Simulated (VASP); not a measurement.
# Zn (R-3m) in VASP: notebook

The runs below take Zn through single point, with PBE.

Everything below comes from runs of VASP 6.6.1. Logs are shortened: lines on timing, memory, paths and dates and some standing lists are left out, and cuts for length are marked.

## Step 1: The cell of the first run

The structure is trigonal, space group R-3m (No. 166). The conventional cell has a = 3.420 Å, b = 3.420 Å, c = 6.624 Å, α = 90.00°, β = 90.00°, γ = 120.00°. Zn (site symmetry -3m) has 12 Zn at 2.96 to 3.42 Å within 3.9 Å.

## Step 2: Single point, PBE (Hg replaced by Zn, lengths x 0.955, strained)

INCAR reads:

```
PREC = Accurate ; ENCUT = 500
EDIFF = 1E-6 ; ISMEAR = 0
SIGMA = 0.1 ; LREAL = False
LASPH = True ; NELM = 120
ALGO = Normal ; ISIF = 2
LWAVE = False ; LCHARG = True
GGA = PE ; LELF = True
LVHAR = True ; NBANDS = 12
GGA_COMPAT = False
```

KPOINTS reads:

```
Automatic mesh
0
Gamma
  6 6 6
```

POSCAR reads:

```
Zn
1.0
    1.7098719000      0.9871950018      2.2080074100
   -1.7098719000      0.9871950018      2.2080074100
    0.0000000000     -1.9743900035      2.2080074100
Zn
1
Direct
    0.0000000000      0.0000000000      0.0000000000
```

Potentials or basis: VASP PAW PBE potentials, release 64 (Zn).

On the command line:

```sh
cat potpaw_PBE.64/Zn/POTCAR > POTCAR
mpirun -np 1 vasp_std > vasp.out
```

OUTCAR:

```text
PREC = Accurate
   ENCUT = 500
   EDIFF = 1E-6
   ISMEAR = 0
   LREAL = False
   LASPH = True
   NELM = 120
   ISIF = 2
   GGA = PE

 ion  position               nearest neighbor table
   1  0.000  0.000  0.000-

  LATTYP: Found a trigonal (rhomboedric) cell.
 ALAT       =     2.9620115814
 COS(alpha) =     0.3335253405

  Lattice vectors:

 A1 = (   1.7098719000,   0.9871950018,   2.2080074100)
 A2 = (  -1.7098719000,   0.9871950018,   2.2080074100)
 A3 = (   0.0000000000,  -1.9743900035,   2.2080074100)

Analysis of symmetry for initial positions (statically):
=====================================================================
 Subroutine PRICEL returns:
 Original cell was already a primitive cell.

 Routine SETGRP: Setting up the symmetry group for a
 trigonal (rhombohedral) supercell.

 Subroutine GETGRP returns: Found 12 space group operations
 (whereof 12 operations were pure point group operations)
 out of a pool of 12 trial point group operations.

The static configuration has the point symmetry D_3d.

Analysis of symmetry for dynamics (positions and initial velocities):
=====================================================================
 Subroutine PRICEL returns:
 Original cell was already a primitive cell.

 Routine SETGRP: Setting up the symmetry group for a
 trigonal (rhombohedral) supercell.

 Subroutine GETGRP returns: Found 12 space group operations
 (whereof 12 operations were pure point group operations)
 out of a pool of 12 trial point group operations.

The dynamic configuration has the point symmetry D_3d.

 Subroutine INISYM returns: Found 12 space group operations
 (whereof 12 operations are pure point group operations),
 and found     1 'primitive' translations

----------------------------------------------------------------------------------------

                                     Primitive cell

  volume of cell :      22.3624

  direct lattice vectors                    reciprocal lattice vectors
     1.709871900  0.987195002  2.208007410     0.292419567  0.168828516  0.150965677
    -1.709871900  0.987195002  2.208007410    -0.292419567  0.168828516  0.150965677
     0.000000000 -1.974390003  2.208007410     0.000000000 -0.337657031  0.150965677

  length of vectors
     2.962011581  2.962011581  2.962011581     0.369868769  0.369868769  0.369868769

  position of ions in fractional coordinates (direct lattice)
[... 83 lines left out ...]
   ISIF   =      2    stress and relaxation
   ISYM   =      2    0-nonsym 1-usesym 2-fastsym
   POTIM  = 0.5000    time-step for ionic-motion
   TEBEG  =    0.0;   TEEND  =   0.0 temperature during run
   PSTRESS=    0.0 pullay stress
   NELECT =      12.0000    total number of electrons
   NUPDOWN=      -1.0000    fix difference up-down
   EMIN   =  10.00;   EMAX   =-10.00  energy-range for DOS
   EFERMI =   0.00;   METHOD = LEGACY
   ISMEAR =     0;   SIGMA  =   0.10  broadening in eV -4-tet -1-fermi 0-gaus
   EFERMI_NEDOS =   21; number of points for ismear=-14 and -15
   IALGO  =     38    algorithm
   IMIX   =      4    mixing-type and parameters
     AMIX     =   0.40;   BMIX     =  1.00
     AMIX_MAG =   1.60;   BMIX_MAG =  1.00
  volume/ion in A,a.u.               =      22.36       150.91
  Fermi-wavevector in a.u.,A,eV,Ry     =   1.330339  2.513977 24.079633  1.769803
  Thomas-Fermi vector in A             =   2.459434
   LORBIT       =      0    0 simple, 1 ext, 2 COOP (PROOUT), +10 PAW based schemes
   GGA     = PE    functional components
   LHFCALC =     F    Hartree Fock is set to
   AEXX    =    0.0000 exact exchange contribution
   IVDW    =     0    specifies the selected vdW correction
   LEPSILON=     F    determine dielectric tensor
   LRPA    =     F    only Hartree local field effects (RPA)
 non-spin polarized calculation
 Gauss-broadening in eV      SIGMA  =   0.10
  energy-cutoff  :      500.00
  volume of cell :       22.36
 maximum number of plane-waves:       603
 NGX is ok and might be reduce to    24
   NGX = 11   NGY = 11   NGZ = 11

 number of electron      11.9999983 magnetization

 Free energy of the ion-electron system (eV)
  ---------------------------------------------------
  ext. energy  EPLUGINS =         0.00000000
  ---------------------------------------------------
  free energy    TOTEN  =        -0.81866343 eV

  energy without entropy =       -0.81564432  energy(sigma->0) =       -0.81715387

 E-fermi :   0.7815     XC(G=0):  -9.6607

 val. band max:        0.7617355460   @ k =   0.5000   0.5000   0.0000
 cond. band min:       0.9107398769   @ k =  -0.3333   0.5000   0.1667
 fundamental gap:      0.1490043310
 Fermi energy:         0.7815307061

 k-point     1 :       0.0000    0.0000    0.0000
  band No.  band energies     occupation
      1      -6.9404      2.00000
      2      -6.3318      2.00000
      3      -6.3318      2.00000
      4      -5.9594      2.00000
      5      -5.9335      2.00000
      6      -5.9335      2.00000
      7      12.4721      0.00000
      8      12.4721      0.00000
      9      13.7695      0.00000
     10      15.7100      0.00000
     11      15.7100      0.00000
     12      17.3767      0.00000
[... 331 lines left out ...]
 k-point    24 :      -0.3333    0.5000    0.1667
  band No.  band energies     occupation
      1      -6.3287      2.00000
      2      -6.3237      2.00000
      3      -6.0244      2.00000
      4      -5.9491      2.00000
      5      -5.8014      2.00000
      6       0.9107      0.06766
      7       2.3148      0.00000
      8       3.9728      0.00000
      9       6.6944      0.00000
     10      12.3243      0.00000
     11      18.3927      0.00000
     12      19.8604      0.00000

 [... further k-points ...]

------------------------ aborting loop because EDIFF is reached ----------------------------------------

  FORCE on cell =-STRESS in cart. coord.  units (eV):
  Direction    XX          YY          ZZ          XY          YZ          ZX
  --------------------------------------------------------------------------------------
  -------------------------------------------------------------------------------------
  Total       -1.2047798     -1.2047798     -1.4412104     -0.0000000     -0.0000000      0.0000000
  in kB      -86.3177221    -86.3177221   -103.2570422     -0.0000000     -0.0000000      0.0000000
  external PRESSURE =     -91.9641621 kB  Pullay stress =       0.0000000 kB

 VOLUME and BASIS-vectors are now :
 -----------------------------------------------------------------------------
  energy-cutoff  :      500.00
  volume of cell :       22.36
      direct lattice vectors                 reciprocal lattice vectors
     1.709871900  0.987195002  2.208007410     0.292419567  0.168828516  0.150965677
    -1.709871900  0.987195002  2.208007410    -0.292419567  0.168828516  0.150965677
     0.000000000 -1.974390003  2.208007410     0.000000000 -0.337657031  0.150965677

 POSITION                                       TOTAL-FORCE (eV/Angst)
 -----------------------------------------------------------------------------------
      0.00000      0.00000      0.00000        -0.000000      0.000000      0.000000
 -----------------------------------------------------------------------------------
    total drift:                               -0.000000      0.000000     -0.000000

  FREE ENERGIE OF THE ION-ELECTRON SYSTEM (eV)
  ---------------------------------------------------
  free  energy   TOTEN  =        -0.8186634260 eV

  energy  without entropy=       -0.8156443209  energy(sigma->0) =       -0.81715387
```

stdout:

```text
POSCAR found type information on POSCAR Zn
 POSCAR found :  1 types and       1 ions
 scaLAPACK will be used
 LDA part: xc-table for (Slater+PW92), standard interpolation
 POSCAR, INCAR and KPOINTS ok, starting setup
 FFT: planning ... GRIDC
 FFT: planning ... GRID_SOFT
 FFT: planning ... GRID
 WAVECAR not read
 entering main loop
```

It used 8.8 s of CPU time on 1 thread of AMD EPYC 7R13 Processor (Zen 3) (shared host).

What came out:

```
Free energy            : -0.8187 eV
Pressure               : -9.2 GPa
Band gap on the k mesh : zero (band 6 reaches 2.23 eV, above the bottom of band 7 at -0.99 eV)
```

Stress tensor (GPa, compression positive):
```
 -8.63   0.00   0.00
  0.00  -8.63   0.00
  0.00   0.00 -10.33
```

Caveat: the k points lie up to 0.39 Å⁻¹ apart; the cell differs from its parent crystal (Hg replaced by Zn, lengths x 0.955, strained).

## Step 3: Single point, PBE (Hg replaced by Zn, lengths x 0.955, strained)

INCAR reads:

```
SYSTEM = Zn
PREC = Accurate ; ENCUT = 520
EDIFF = 1E-6 ; ISMEAR = 0
SIGMA = 0.1 ; LREAL = .FALSE.
LASPH = .TRUE. ; NELM = 80
ALGO = Normal ; ISIF = 2
LWAVE = .FALSE. ; LCHARG = .TRUE.
GGA = PE ; LELF = .TRUE.
LVHAR = .TRUE. ; NBANDS = 12
```

KPOINTS reads:

```
regular mesh
0
G
  6 6 6
  0 0 0
```

POSCAR reads:

```
Zn
1.0
    1.6942499959      0.9781756912      2.1878343900
   -1.6942499959      0.9781756912      2.1878343900
    0.0000000000     -1.9563513824      2.1878343900
Zn
1
Direct
    0.0000000000      0.0000000000      0.0000000000
```

Potentials or basis: VASP PAW PBE potentials, release 64 (Zn).

On the command line:

```sh
cat potpaw_PBE.64/Zn/POTCAR > POTCAR
mpirun -np 1 vasp_std > vasp.out
```

OUTCAR:

```text
SYSTEM = Zn
   PREC = Accurate
   ENCUT = 520
   EDIFF = 1E-6
   ISMEAR = 0
   LREAL = .FALSE.
   LASPH = .TRUE.
   NELM = 80
   ISIF = 2
   GGA = PE

 ion  position               nearest neighbor table
   1  0.000  0.000  0.000-

  LATTYP: Found a trigonal (rhomboedric) cell.
 ALAT       =     2.9349497525
 COS(alpha) =     0.3335253404

  Lattice vectors:

 A1 = (   1.6942499959,   0.9781756912,   2.1878343900)
 A2 = (  -1.6942499959,   0.9781756912,   2.1878343900)
 A3 = (   0.0000000000,  -1.9563513824,   2.1878343900)
[... 531 lines left out ...]
      4      -5.8419      2.00000
      5      -5.6862      2.00000
      6       1.0690      0.04365
      7       2.4860      0.00000
      8       4.1331      0.00000
      9       6.9274      0.00000
     10      12.6465      0.00000
     11      18.8380      0.00000
     12      20.3186      0.00000

 [... further k-points ...]
[... 5 lines left out ...]
  --------------------------------------------------------------------------------------
  -------------------------------------------------------------------------------------
  Total       -1.1946033     -1.1946033     -1.3789801      0.0000000      0.0000000      0.0000000
  in kB      -87.9780287    -87.9780287   -101.5566843      0.0000000      0.0000000      0.0000000
  external PRESSURE =     -92.5042473 kB  Pullay stress =       0.0000000 kB

 VOLUME and BASIS-vectors are now :
 -----------------------------------------------------------------------------
  energy-cutoff  :      520.00
  volume of cell :       21.76
      direct lattice vectors                 reciprocal lattice vectors
     1.694249996  0.978175691  2.187834390     0.295115834  0.170385206  0.152357662
    -1.694249996  0.978175691  2.187834390    -0.295115834  0.170385206  0.152357662
     0.000000000 -1.956351382  2.187834390     0.000000000 -0.340770412  0.152357662

 POSITION                                       TOTAL-FORCE (eV/Angst)
 -----------------------------------------------------------------------------------
      0.00000      0.00000      0.00000         0.000000      0.000000      0.000000
 -----------------------------------------------------------------------------------
    total drift:                                0.000000      0.000000      0.000000

  FREE ENERGIE OF THE ION-ELECTRON SYSTEM (eV)
  ---------------------------------------------------
  free  energy   TOTEN  =        -0.8536032305 eV

  energy  without entropy=       -0.8511881416  energy(sigma->0) =       -0.85239569
```

OSZICAR:

```text
N       E                     dE             d eps       ncg     rms          rms(c)
DAV:   1     0.442246884877E+02    0.44225E+02   -0.64103E+03   772   0.141E+03
DAV:   2     0.816203197604E+00   -0.43408E+02   -0.41321E+02   784   0.211E+02
DAV:   3    -0.886015608000E+00   -0.17022E+01   -0.16994E+01   904   0.399E+01
DAV:   4    -0.892575307361E+00   -0.65597E-02   -0.65593E-02   820   0.264E+00
DAV:   5    -0.892582432860E+00   -0.71255E-05   -0.71255E-05   920   0.821E-02    0.132E+00
DAV:   6    -0.854599223736E+00    0.37983E-01   -0.19664E-01   916   0.827E+00    0.116E+00
DAV:   7    -0.853863832532E+00    0.73539E-03   -0.45278E-03   808   0.112E+00    0.569E-01
DAV:   8    -0.853569207344E+00    0.29463E-03   -0.13527E-03   876   0.440E-01    0.438E-02
DAV:   9    -0.853599481066E+00   -0.30274E-04   -0.61776E-05   804   0.722E-02    0.155E-02
DAV:  10    -0.853603366072E+00   -0.38850E-05   -0.29056E-06   888   0.167E-02    0.121E-03
DAV:  11    -0.853603230451E+00    0.13562E-06   -0.64168E-08   428   0.376E-03
   1 F= -.85360323E+00 E0= -.85239569E+00  d E =-.241509E-02
```

stdout:

```text
POSCAR found type information on POSCAR Zn
 POSCAR found :  1 types and       1 ions
 scaLAPACK will be used
 LDA part: xc-table for (Slater+PW92), standard interpolation
 POSCAR, INCAR and KPOINTS ok, starting setup
 FFT: planning ... GRIDC
 FFT: planning ... GRID_SOFT
 FFT: planning ... GRID
 WAVECAR not read
 entering main loop
```

It took 2.8 s on 1 thread of Intel Xeon 6975P-C (Granite Rapids), shared host; peak memory 0.13 GiB.

Results:

```
Free energy            : -0.8536 eV
Pressure               : -9.3 GPa
Band gap on the k mesh : zero (band 6 reaches 2.36 eV, above the bottom of band 7 at -0.95 eV)
```

Stress tensor (GPa, compression positive):
```
 -8.80   0.00   0.00
  0.00  -8.80   0.00
  0.00   0.00 -10.16
```

Caveat: the k points lie up to 0.39 Å⁻¹ apart; the cell differs from its parent crystal (Hg replaced by Zn, lengths x 0.955, strained).

## Step 4: Single point, PBE (Hg replaced by Zn, lengths x 0.955, strained)

INCAR reads:

```
SYSTEM = Zn
  PREC = Accurate
  ENCUT = 520
  EDIFF = 1E-6
  ISMEAR = 0
  SIGMA = 0.1
  LREAL = .FALSE.
  LASPH = .TRUE.
  NELM = 60
  ALGO = Fast
  ISIF = 2
  LWAVE = .FALSE.
  LCHARG = .FALSE.
  GGA = PE
  NBANDS = 12
```

KPOINTS reads:

```
regular mesh
0
G
  9 9 9
  0 0 0
```

POSCAR reads:

```
Zn
1.0
    1.6268413145      0.9392572709      1.9728403227
   -1.6268413145      0.9392572709      1.9728403227
    0.0000000000     -1.8785145417      1.9728403227
Zn
1
Direct
    0.0000000000      0.0000000000      0.0000000000
```

On the command line:

```sh
cat potpaw_PBE.64/Zn/POTCAR > POTCAR
mpirun -np 1 vasp_std > vasp.out
```

Run time: 13 s. Hardware: 1 thread of Intel Xeon Platinum 8488C (Sapphire Rapids), shared host; peak memory 0.12 GiB.

The run converged. Its results:

* Free energy: -0.9833 eV
* Pressure: -4.5 GPa
* Band gap on the k mesh: zero (band 6 reaches 3.40 eV, above the bottom of band 7 at -0.05 eV)

Stress tensor (GPa, compression positive):
```
-7.41  0.00  0.00
 0.00 -7.41  0.00
 0.00  0.00  1.42
```

Levels at points of the mesh, in eV from the Fermi level:
| k point | band 3 | band 4 | band 5 | band 6 | band 7 | band 8 | band 9 | band 10 |
| --- | --- | --- | --- | --- | --- | --- | --- | --- |
| (0.00, 0.00, 0.00) | -7.49 | -6.79 | -6.77 | -6.77 | 13.39 | 13.39 | 14.30 | 16.52 |

Caveat: the cell differs from its parent crystal (Hg replaced by Zn, lengths x 0.955, strained).

## Step 5: Single point, PBE (Hg replaced by Zn, lengths x 0.955, strained)

INCAR reads:

```
SYSTEM = Zn
  PREC = Accurate
  ENCUT = 520
  EDIFF = 1E-6
  ISMEAR = 0
  SIGMA = 0.1
  LREAL = .FALSE.
  LASPH = .TRUE.
  NELM = 80
  ALGO = Normal
  ISIF = 2
  LWAVE = .FALSE.
  LCHARG = .TRUE.
  GGA = PE
  LELF = .TRUE.
  LVHAR = .TRUE.
  NBANDS = 12
```

KPOINTS reads:

```
Automatic mesh
0
G
  18 18 18
  0 0 0
```

POSCAR is that of step 4.

Potentials or basis: VASP PAW PBE potentials, release 64 (Zn).

On the command line:

```sh
cat potpaw_PBE.64/Zn/POTCAR > POTCAR
mpirun -np 1 vasp_std > vasp.out
```

OUTCAR:

```text
SYSTEM = Zn
   PREC = Accurate
   ENCUT = 520
   EDIFF = 1E-6
   ISMEAR = 0
   LREAL = .FALSE.
   LASPH = .TRUE.
   NELM = 80
   ISIF = 2
   GGA = PE

 ion  position               nearest neighbor table
   1  0.000  0.000  0.000-

  LATTYP: Found a trigonal (rhomboedric) cell.
 ALAT       =     2.7241357937
 COS(alpha) =     0.2867153527

  Lattice vectors:

 A1 = (   1.6268413145,   0.9392572709,   1.9728403227)
 A2 = (  -1.6268413145,   0.9392572709,   1.9728403227)
 A3 = (   0.0000000000,  -1.8785145417,   1.9728403227)
[... 530 lines left out ...]
      4      -5.0293      2.00000
      5      -5.0052      2.00000
      6      -4.9012      2.00000
      7       7.4680      0.00000
      8      13.3309      0.00000
      9      16.1548      0.00000
     10      20.7463      0.00000
     11      22.3726      0.00000
     12      23.6698      0.00000

 [... further k-points ...]
[... 5 lines left out ...]
  --------------------------------------------------------------------------------------
  -------------------------------------------------------------------------------------
  Total       -0.6422429     -0.6422429     -0.1222583     -0.0000000     -0.0000000      0.0000000
  in kB      -56.8901345    -56.8901345    -10.8296851     -0.0000000     -0.0000000      0.0000000
  external PRESSURE =     -41.5366513 kB  Pullay stress =       0.0000000 kB

 VOLUME and BASIS-vectors are now :
 -----------------------------------------------------------------------------
  energy-cutoff  :      520.00
  volume of cell :       18.09
      direct lattice vectors                 reciprocal lattice vectors
     1.626841315  0.939257271  1.972840323     0.307344051  0.177445171  0.168961132
    -1.626841315  0.939257271  1.972840323    -0.307344051  0.177445171  0.168961132
     0.000000000 -1.878514542  1.972840323     0.000000000 -0.354890341  0.168961132

 POSITION                                       TOTAL-FORCE (eV/Angst)
 -----------------------------------------------------------------------------------
      0.00000      0.00000      0.00000         0.000000      0.000000      0.000000
 -----------------------------------------------------------------------------------
    total drift:                               -0.000000     -0.000000      0.000000

  FREE ENERGIE OF THE ION-ELECTRON SYSTEM (eV)
  ---------------------------------------------------
  free  energy   TOTEN  =        -0.9779393707 eV

  energy  without entropy=       -0.9763059296  energy(sigma->0) =       -0.97712265
```

OSZICAR:

```text
N       E                     dE             d eps       ncg     rms          rms(c)
DAV:   1     0.435739009019E+02    0.43574E+02   -0.65760E+03 14188   0.149E+03
DAV:   2     0.400519282734E+00   -0.43173E+02   -0.40817E+02 14472   0.212E+02
DAV:   3    -0.104019314041E+01   -0.14407E+01   -0.14386E+01 16220   0.384E+01
DAV:   4    -0.104433183840E+01   -0.41387E-02   -0.41385E-02 15440   0.208E+00
DAV:   5    -0.104433582379E+01   -0.39854E-05   -0.39852E-05 16108   0.617E-02    0.194E+00
DAV:   6    -0.981605130402E+00    0.62731E-01   -0.33157E-01 16860   0.113E+01    0.155E+00
DAV:   7    -0.979047637985E+00    0.25575E-02   -0.67284E-03 14700   0.150E+00    0.779E-01
DAV:   8    -0.977920340528E+00    0.11273E-02   -0.12203E-03 16888   0.440E-01    0.363E-02
DAV:   9    -0.977937801537E+00   -0.17461E-04   -0.72054E-05 16368   0.935E-02    0.178E-02
DAV:  10    -0.977939509315E+00   -0.17078E-05   -0.34247E-06 15648   0.246E-02    0.141E-03
DAV:  11    -0.977939370689E+00    0.13863E-06   -0.79418E-08  7920   0.505E-03
   1 F= -.97793937E+00 E0= -.97712265E+00  d E =-.163344E-02
```

Run time: 64 s. Hardware: 1 thread of Intel Xeon Platinum 8488C (Sapphire Rapids), shared host; peak memory 0.22 GiB.

What came out:

| Quantity | Value |
| --- | --- |
| Free energy | -0.9779 eV |
| Pressure | -4.2 GPa |
| Band gap on the k mesh | zero (band 6 reaches 3.75 eV, above the bottom of band 7 at -0.63 eV) |

Caveat: the cell differs from its parent crystal (Hg replaced by Zn, lengths x 0.955, strained).

## Step 6: The runs side by side

| cell | k mesh | cutoff (eV) | gap on the mesh (eV) | pressure (GPa) |
| --- | --- | --- | --- | --- |
| a = 2.962 Å, angles 70.5°, 1 atom | 6 × 6 × 6 | 500 | none | -9.2 |
| a = 2.935 Å, angles 70.5°, 1 atom | 6 × 6 × 6 | 520 | none | -9.3 |
| a = 2.724 Å, angles 73.3°, 1 atom | 9 × 9 × 9 | 520 | none | -4.5 |
| a = 2.724 Å, angles 73.3°, 1 atom | 18 × 18 × 18 | 520 | none | -4.2 |

Alike in all rows: task single point; level PBE; potentials or basis VASP PAW PBE potentials, release 64 (Zn); no spin polarisation; smearing gaussian 0.1 eV.

Caveats: some runs use coarse meshes.

Absolute energies hang on the potentials; compare differences alone.
